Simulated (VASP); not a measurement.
Input of a VASP 6.6.1 run:

File INCAR:

```
PREC     = Accurate       # precision mode
ENCUT    = 520            # plane-wave cutoff, eV
EDIFF    = 1E-7           # SCF threshold, eV
ISMEAR   = -1             # smearing method
SIGMA    = 0.1            # smearing width, eV
LREAL    = False          # projectors in reciprocal space
LASPH    = True           # aspherical terms in the spheres
NELM     = 100            # most SCF steps
ALGO     = Normal         # electronic algorithm
ISIF     = 2              # what is computed and relaxed
LWAVE    = False          # write WAVECAR
LCHARG   = False          # write CHGCAR
GGA      = PE             # functional
NBANDS   = 20             # bands
```

Contents of KPOINTS:

```
regular mesh
0
Gamma
  15 15 15
```

The input POSCAR:

```
V
1.0
    0.0000000000      2.1666098429      2.1666098429
    2.1666098429      0.0000000000      2.1666098429
    2.1666098429      2.1666098429      0.0000000000
V
2
Direct
   -0.1250000000     -0.1250000000     -0.1250000000
    0.1250000000      0.1250000000      0.1250000000
```

Potentials or basis: VASP PAW PBE potentials, release 64 (V_sv).

Command:

```sh
$ cat potpaw_PBE.64/V_sv/POTCAR > POTCAR
$ mpirun -np 1 vasp_std > vasp.out
```

**Question.** What does it give for the pressure?

**Answer.** 152.2 GPa.

**Question.** What does it give for the band gap on the k mesh?

**Answer.** Zero (bands 13 and 14 overlap by 2.72 eV).

Caveat: atoms lie so close that the PAW spheres overlap strongly, which falsifies energies and pressures; the cell stands under pressure.
